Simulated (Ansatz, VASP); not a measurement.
# MgO: VASP beside Ansatz

```xyz
2
Lattice="-0.0944 2.2789 2.2789 2.2789 -0.0944 2.2789 2.2789 2.2789 -0.0944" Properties=species:S:1:pos:R:3 pbc="T T T"
Mg   -0.0156   -0.0156   -0.0156
O     1.1315    1.1315    1.1315
```

Change from the starting cell: epitaxial_111 strain +4.0%.

Alike in both runs: task single point; functional PBE; k mesh 10 × 10 × 10; occupations fermi-dirac, width 0.02 eV; no spin polarisation.

```csv
,VASP,Ansatz
version,VASP 6.6.1,Ansatz 0.2.0
potentials or method,"VASP PAW PBE potentials, release 64 (Mg, O)","plane waves, PAW"
plane-wave cutoff (eV),600,420
valence electrons in the cell,8,16
```

```csv
,VASP,Ansatz,Ansatz less VASP
gap on the k mesh at the Fermi level (eV),3.10,3.12,+0.018
pressure (GPa),-3.3,-2.8,+0.57
"traceless stress, the component that is largest in VASP (GPa)",3.11,3.06,-0.044
rms of the force components (eV/Å),0.017,0.016,-0.0007
```

Atom by atom the forces differ by 0.001 eV/Å (rms over components). VASP's potentials hold 8 valence electrons a cell and Ansatz's 16, so a difference there can come from the potentials and not from the codes.
